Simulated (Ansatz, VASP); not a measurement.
Two plane-wave programs on Ni2Ge

```
Ni Ge
1.0
     3.97814    0.00000    0.00000
    -1.98907    3.44517    0.00000
     0.00000    0.00000    5.03738
Ni Ge
4 2
Direct
  0.66667 0.33333 0.25000
  0.33333 0.66667 0.75000
  0.00000 0.00000 0.00000
  0.00000 0.00000 0.50000
  0.66667 0.33333 0.75000
  0.33333 0.66667 0.25000
```

Alike in both runs: functional r2SCAN; k mesh 12 × 12 × 8; occupations gaussian, width 0.1 eV; no spin polarisation.

Ansatz relaxed the structure, and its values are those at the end. VASP's run is a single point on that final structure, the one shown.

|  | VASP | Ansatz |
| --- | --- | --- |
| version | VASP 6.6.1 | Ansatz 0.2.0 |
| potentials or method | VASP PAW PBE potentials, release 64 (Ni, Ge_d), cutoff 520 eV | scalar-relativistic, plane waves, PAW |
| valence electrons in the cell | 68 | 100 |

```csv
,VASP,Ansatz,Ansatz less VASP
gap on the k mesh at the Fermi level (eV),none,none,-
pressure (GPa),0.2,0.0,-0.19
```

VASP's potentials were made for PBE, not for r2SCAN. A gap of «none» marks a metal or a gap that the smearing closes. VASP's potentials hold 68 valence electrons a cell and Ansatz's 100, so a difference there can come from the potentials and not from the codes.
